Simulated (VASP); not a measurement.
# Sc (Fm-3m) in VASP: settings compared

Sc is run at these levels: PBE, PBEsol; tasks: single point.

Program: VASP 6.6.1. These are calculated values, not measurements. Logs are shortened: lines on timing, memory, paths and dates and some standing lists are left out, and cuts for length are marked.

## (1) The cell of the first run

Symmetry: Fm-3m, No. 225, cubic system. Conventional cell: a = 4.654 Å, b = 4.654 Å, c = 4.654 Å, α = 90.00°, β = 90.00°, γ = 90.00°. Within 4.3 Å of Sc (site symmetry m-3m) lie 12 Sc at 3.29 Å.

## (2) Single point, PBE

INCAR

```
SYSTEM = Sc
ALGO = Normal
EDIFF = 1E-6
ENCUT = 500
GGA = PE
GGA_COMPAT = .False.
ISIF = 2
ISMEAR = 0
LASPH = .True.
LCHARG = .True.
LELF = .True.
LREAL = .False.
LVHAR = .True.
LWAVE = .False.
NBANDS = 12
NELM = 120
PREC = Accurate
SIGMA = 0.23
```

KPOINTS

```
k-points
0
Gamma
  8 8 8
  0 0 0
```

POSCAR

```
Sc
1.0
    0.0000000000      2.3268462047      2.3268462047
    2.3268462047      0.0000000000      2.3268462047
    2.3268462047      2.3268462047      0.0000000000
Sc
1
Direct
    0.0000000000      0.0000000000      0.0000000000
```

Potentials or basis: VASP PAW PBE potentials, release 64 (Sc_sv).

Command:

```
cat potpaw_PBE.64/Sc_sv/POTCAR > POTCAR
mpirun -np 1 vasp_std > vasp.out
```

OUTCAR:

```text
SYSTEM = Sc
   EDIFF = 1E-6
   ENCUT = 500
   GGA = PE
   ISIF = 2
   ISMEAR = 0
   LASPH = .True.
   LREAL = .False.
   NELM = 120
   PREC = Accurate

 ion  position               nearest neighbor table
   1  0.000  0.000  0.000-

  LATTYP: Found a face centered cubic cell.
 ALAT       =     4.6536924094

  Lattice vectors:

 A1 = (   0.0000000000,   2.3268462047,   2.3268462047)
 A2 = (   2.3268462047,   0.0000000000,   2.3268462047)
 A3 = (   2.3268462047,   2.3268462047,   0.0000000000)

Analysis of symmetry for initial positions (statically):
[... 33 lines left out ...]
                                     Primitive cell

  volume of cell :      25.1961

  direct lattice vectors                    reciprocal lattice vectors
     0.000000000  2.326846205  2.326846205    -0.214883132  0.214883132  0.214883132
     2.326846205  0.000000000  2.326846205     0.214883132 -0.214883132  0.214883132
     2.326846205  2.326846205  0.000000000     0.214883132  0.214883132 -0.214883132

  length of vectors
     3.290657460  3.290657460  3.290657460     0.372188502  0.372188502  0.372188502

  position of ions in fractional coordinates (direct lattice)
     0.000000000  0.000000000  0.000000000

  ion indices of the primitive-cell ions
   primitive index   ion index
                 1           1

----------------------------------------------------------------------------------------

 KPOINTS: k-points

Automatic generation of k-mesh.
 Grid dimensions read from file:
 generate k-points for:    8    8    8

 Generating k-lattice:

  Cartesian coordinates                     Fractional coordinates (reciprocal lattice)
    -0.026860391  0.026860391  0.026860391     0.125000000  0.000000000  0.000000000
     0.026860391 -0.026860391  0.026860391     0.000000000  0.125000000  0.000000000
     0.026860391  0.026860391 -0.026860391     0.000000000  0.000000000  0.125000000

  Length of vectors
     0.046523563  0.046523563  0.046523563

  Shift w.r.t. Gamma in fractional coordinates (k-lattice)
     0.000000000  0.000000000  0.000000000

 Subroutine IBZKPT returns following result:
 ===========================================

 Found     29 irreducible k-points:

 Following reciprocal coordinates:
            Coordinates               Weight
[... 39 lines left out ...]
   LSORBIT =      F    spin-orbit coupling
   LASPH  =      T    aspherical Exc in radial PAW
   ENCUT  =  500.0 eV  36.75 Ry    6.06 a.u.   6.00  6.00  6.00*2*pi/ulx,y,z
   NELM   =    120;   NELMIN=  2; NELMDL= -5     # of ELM steps
   EDIFF  = 0.1E-05   stopping-criterion for ELM
   LREAL  =      F    real-space projection
   EDIFFG = 0.1E-04   stopping-criterion for IOM
   NSW    =      0    number of steps for IOM
   IBRION =     -1    ionic relax: 0-MD 1-quasi-New 2-CG
   NFREE  =      0    steps in history (QN), initial steepest desc. (CG)
   ISIF   =      2    stress and relaxation
   ISYM   =      2    0-nonsym 1-usesym 2-fastsym
   POTIM  = 0.5000    time-step for ionic-motion
   TEBEG  =    0.0;   TEEND  =   0.0 temperature during run
   PSTRESS=    0.0 pullay stress
   NELECT =      11.0000    total number of electrons
   NUPDOWN=      -1.0000    fix difference up-down
   EMIN   =  10.00;   EMAX   =-10.00  energy-range for DOS
   EFERMI =   0.00;   METHOD = LEGACY
   ISMEAR =     0;   SIGMA  =   0.23  broadening in eV -4-tet -1-fermi 0-gaus
   EFERMI_NEDOS =   21; number of points for ismear=-14 and -15
   IALGO  =     38    algorithm
   IMIX   =      4    mixing-type and parameters
     AMIX     =   0.40;   BMIX     =  1.00
     AMIX_MAG =   1.60;   BMIX_MAG =  1.00
  volume/ion in A,a.u.               =      25.20       170.03
  Fermi-wavevector in a.u.,A,eV,Ry     =   1.241923  2.346894 20.985259  1.542373
  Thomas-Fermi vector in A             =   2.376300
   LORBIT       =      0    0 simple, 1 ext, 2 COOP (PROOUT), +10 PAW based schemes
   GGA     = PE    functional components
   LHFCALC =     F    Hartree Fock is set to
   AEXX    =    0.0000 exact exchange contribution
   IVDW    =     0    specifies the selected vdW correction
   LEPSILON=     F    determine dielectric tensor
   LRPA    =     F    only Hartree local field effects (RPA)
 non-spin polarized calculation
 Gauss-broadening in eV      SIGMA  =   0.23
  energy-cutoff  :      500.00
  volume of cell :       25.20
 maximum number of plane-waves:       652
   NGX = 11   NGY = 11   NGZ = 11

 number of electron      11.0000003 magnetization

 Free energy of the ion-electron system (eV)
  ---------------------------------------------------
  ext. energy  EPLUGINS =         0.00000000
  ---------------------------------------------------
  free energy    TOTEN  =        -6.22498914 eV

  energy without entropy =       -6.17017960  energy(sigma->0) =       -6.19758437

 E-fermi :   3.6162     XC(G=0):  -9.7882

 val. band max:        3.6040961253   @ k =   0.3750   0.2500   0.0000
 cond. band min:       3.6624315005   @ k =  -0.2500   0.3750   0.1250
 fundamental gap:      0.0583353752
 Fermi energy:         3.6162330793

 k-point     1 :       0.0000    0.0000    0.0000
  band No.  band energies     occupation
      1     -45.8849      2.00000
      2     -24.3132      2.00000
      3     -24.3132      2.00000
      4     -24.3132      2.00000
      5      -1.5361      2.00000
      6       5.1606      0.00000
      7       5.1606      0.00000
      8       5.1606      0.00000
      9       6.4966      0.00000
     10       6.4966      0.00000
     11      15.9951      0.00000
     12      19.2961      0.00000
[... 331 lines left out ...]
 k-point    24 :      -0.3750    0.2500    0.1250
  band No.  band energies     occupation
      1     -45.8225      2.00000
      2     -24.6272      2.00000
      3     -24.4566      2.00000
      4     -24.3917      2.00000
      5       2.7185      2.00000
      6       3.3079      1.94201
      7       4.4195      0.00000
      8       5.6888      0.00000
      9       7.2241      0.00000
     10       8.4748      0.00000
     11       9.9577      0.00000
     12      14.4835      0.00000

 [... further k-points ...]
[... 5 lines left out ...]
  --------------------------------------------------------------------------------------
  -------------------------------------------------------------------------------------
  Total       -0.1371172     -0.1371172     -0.1371172     -0.0000000     -0.0000000      0.0000000
  in kB       -8.7190581     -8.7190581     -8.7190581     -0.0000000     -0.0000000      0.0000000
  external PRESSURE =      -8.7190581 kB  Pullay stress =       0.0000000 kB

 VOLUME and BASIS-vectors are now :
 -----------------------------------------------------------------------------
  energy-cutoff  :      500.00
  volume of cell :       25.20
      direct lattice vectors                 reciprocal lattice vectors
     0.000000000  2.326846205  2.326846205    -0.214883132  0.214883132  0.214883132
     2.326846205  0.000000000  2.326846205     0.214883132 -0.214883132  0.214883132
     2.326846205  2.326846205  0.000000000     0.214883132  0.214883132 -0.214883132

 POSITION                                       TOTAL-FORCE (eV/Angst)
 -----------------------------------------------------------------------------------
      0.00000      0.00000      0.00000         0.000000      0.000000      0.000000
 -----------------------------------------------------------------------------------
    total drift:                               -0.000000      0.000000      0.000000

  FREE ENERGIE OF THE ION-ELECTRON SYSTEM (eV)
  ---------------------------------------------------
  free  energy   TOTEN  =        -6.2249891366 eV

  energy  without entropy=       -6.1701796012  energy(sigma->0) =       -6.19758437
```

OSZICAR:

```text
N       E                     dE             d eps       ncg     rms          rms(c)
DAV:   1     0.676790312873E+02    0.67679E+02   -0.49111E+03   704   0.857E+02
DAV:   2    -0.558832952981E+01   -0.73267E+02   -0.71827E+02   696   0.273E+02
DAV:   3    -0.691083251956E+01   -0.13225E+01   -0.12979E+01   936   0.474E+01
DAV:   4    -0.693439584996E+01   -0.23563E-01   -0.23542E-01   880   0.508E+00
DAV:   5    -0.693483791218E+01   -0.44206E-03   -0.44205E-03   928   0.690E-01    0.521E+00
DAV:   6    -0.630878121012E+01    0.62606E+00   -0.93857E-01  1044   0.138E+01    0.152E+00
DAV:   7    -0.623009720218E+01    0.78684E-01   -0.18092E-01  1080   0.581E+00    0.612E-01
DAV:   8    -0.622591299778E+01    0.41842E-02   -0.17504E-02   884   0.192E+00    0.191E-01
DAV:   9    -0.622500268064E+01    0.91032E-03   -0.32357E-03  1020   0.802E-01    0.333E-02
DAV:  10    -0.622499138026E+01    0.11300E-04   -0.11494E-04  1072   0.133E-01    0.109E-02
DAV:  11    -0.622498895089E+01    0.24294E-05   -0.81084E-06  1056   0.403E-02    0.100E-03
DAV:  12    -0.622498913662E+01   -0.18572E-06   -0.53342E-08   412   0.292E-03
   1 F= -.62249891E+01 E0= -.61975844E+01  d E =-.548095E-01
```

stdout:

```text
POSCAR found type information on POSCAR Sc
 POSCAR found :  1 types and       1 ions
 scaLAPACK will be used
 LDA part: xc-table for (Slater+PW92), standard interpolation
 POSCAR, INCAR and KPOINTS ok, starting setup
 FFT: planning ... GRIDC
 FFT: planning ... GRID_SOFT
 FFT: planning ... GRID
 WAVECAR not read
 entering main loop
```

Run time: 3 s. Hardware: 1 thread of Intel Xeon 6975P-C (Granite Rapids), shared host; peak memory 0.13 GiB.

What came out:

| Property | Result |
| --- | --- |
| Free energy | -6.2250 eV |
| Pressure | -0.9 GPa |

(Continued in part 2 of 2.)
